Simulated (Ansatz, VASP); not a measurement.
This is a calculation of In for Ansatz 0.2.0.

The input input.yaml:

```yaml
crystal:
  lattice:
    - [-1.6145604767, 1.6145604767, 2.4570974863]
    - [1.6145604767, -1.6145604767, 2.4570974863]
    - [1.6145604767, 1.6145604767, -2.4570974863]
  atoms:
    - { symbol: In, position: [0.0, 0.0, 0.0] }
kpoints:
  mp_grid: { grid: [11, 11, 11] }
scf:
  occupations: { method: fermi_dirac, width: 0.05 }
hamiltonian:
  xc: pbesol
  pseudopotentials: { kind: all_electron, lapw: { basis_error: 0.001 } }
output:
  forces: true
  stress: true
  eigenvalues: true
```

Potentials or basis: all-electron LAPW, scalar-relativistic.

The run is started by

```sh
$ ansatz run input.yaml --threads 1 --pin off --max-ram 3072MiB --backend cpu --events-out ev --progress --plain --runs-dir out
```

**Question.** Set up the same calculation for VASP 6.6.1. Potentials there: VASP PAW PBE potentials, release 64 (In_d).

**Answer.** As run (the cutoff follows the program's own potentials):

The input INCAR:

```
PREC = Accurate ; ENCUT = 520
EDIFF = 1E-7 ; ISMEAR = -1
SIGMA = 0.05 ; LREAL = False
LASPH = True ; NELM = 80
ALGO = Normal ; ISIF = 2
LWAVE = False ; LCHARG = False
GGA = PS ; NBANDS = 12
```

The input KPOINTS:

```
regular mesh
0
Gamma
  11 11 11
```

File POSCAR:

```
In
1.0
   -1.6145604767      1.6145604767      2.4570974863
    1.6145604767     -1.6145604767      2.4570974863
    1.6145604767      1.6145604767     -2.4570974863
In
1
Direct
    0.0000000000      0.0000000000      0.0000000000
```

Potentials or basis: VASP PAW PBE potentials, release 64 (In_d).

Command:

```sh
$ cat potpaw_PBE.64/In_d/POTCAR > POTCAR
$ mpirun -np 1 vasp_std > vasp.out
```

Both were run:

|  | VASP | Ansatz | Ansatz less VASP |
| --- | --- | --- | --- |
| gap on the k mesh at the Fermi level (eV) | none | none | - |
| pressure (GPa) | -0.1 | -0.1 | +0.05 |
| traceless stress, the component that is largest in VASP (GPa) | -0.37 | -0.37 | 0.000 |

VASP's potentials were made for PBE, not for PBEsol. A gap of «none» marks a metal or a gap that the smearing closes. Ansatz ran all-electron here, and VASP with PAW potentials.
